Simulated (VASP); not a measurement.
# SrCl2: single point with PBEsol

The system is SrCl2.

```xyz
18
Lattice="7.1960 3.5980 -3.5980 3.5980 7.1960 3.5980 7.1960 -3.5980 3.5980" Properties=species:S:1:pos:R:3 pbc="T T T"
Sr    7.2113    0.0547    0.0529
Sr   10.4960    3.6078    0.0661
Sr    0.1511   -0.0791   -0.0598
Sr    3.5677    3.5088   -0.1154
Sr    7.2756    7.1599   -0.0639
Sr    7.1803    3.6261    3.6203
Cl    9.0351    1.7949    1.9855
Cl   12.5788    5.3159    1.8786
Cl    9.0410    5.4094   -1.6873
Cl    5.0276    5.5299    1.5676
Cl    5.3897    1.6834   -1.9341
Cl    8.7600    5.6317    5.1458
Cl   12.8069    5.3261    5.5141
Cl   12.6886    1.7667    1.6418
Cl    8.6932    1.9381   -1.8265
Cl    5.5034    1.9662    1.9304
Cl    9.2177    5.5313    1.9999
Cl    9.0961    1.7598    5.7244
```

This cell differs from its parent crystal: dynamics (nvt langevin) at 2600 K, volume x 1.1, from the last frame before.

```json
{
 "Program": "VASP 6.6.1",
 "Task": "single point",
 "Functional": "PBEsol",
 "Potentials or basis": "VASP PAW PBE potentials, release 64 (Sr_sv, Cl)",
 "Cutoff": "520 eV",
 "k mesh": "2 × 2 × 1, shifted",
 "Occupations": "fermi-dirac, width 0.2241 eV",
 "Spin": "no spin polarisation"
}
```

The pressure is -2.4 GPa. The largest force is 1.048 eV/Å and the band gap on the k mesh is 4.92 eV, indirect (least direct gap 4.93 eV).

Forces on the atoms (eV/Å):
```
Sr  -0.145  0.030  0.006
Sr   0.668  0.011  0.082
Sr  -0.650  0.496  0.026
Sr   0.512  0.127  0.302
Sr  -0.237  0.101  0.081
Sr   0.033 -0.057  0.229
Cl  -0.091  0.129 -0.228
Cl   0.195  0.288 -0.023
Cl   0.052  0.011 -0.161
Cl   0.873 -0.165 -0.094
Cl  -0.031  0.224  0.688
Cl  -0.059 -0.070  0.480
Cl  -0.522  0.010 -0.148
Cl  -0.114 -0.111 -0.016
Cl   0.688 -0.456  0.441
Cl  -0.087 -0.074 -0.256
Cl  -0.594 -0.592 -0.629
Cl  -0.491  0.097 -0.780
```

Stress tensor (GPa, compression positive):
```
-2.43  0.07  0.13
 0.07 -2.60 -0.04
 0.13 -0.04 -2.27
```

Levels at points of the mesh, in eV from the valence-band top:
| k point | band 69 | band 70 | band 71 | band 72 | band 73 | band 74 | band 75 | band 76 |
| --- | --- | --- | --- | --- | --- | --- | --- | --- |
| (0.25, 0.25, 0.00) | -0.21 | -0.15 | -0.06 | -0.01 | 4.92 | 5.56 | 5.71 | 5.83 |

It took 7.4 min on 1 thread of Intel(R) Xeon(R) Platinum 8488C (Sapphire Rapids) (shared host), peak memory 0.71 GiB.

Caveat: the k points lie up to 0.76 Å⁻¹ apart; the PAW data sets were made with another functional, which shifts forces and pressure a little. A k mesh can miss the band edges.
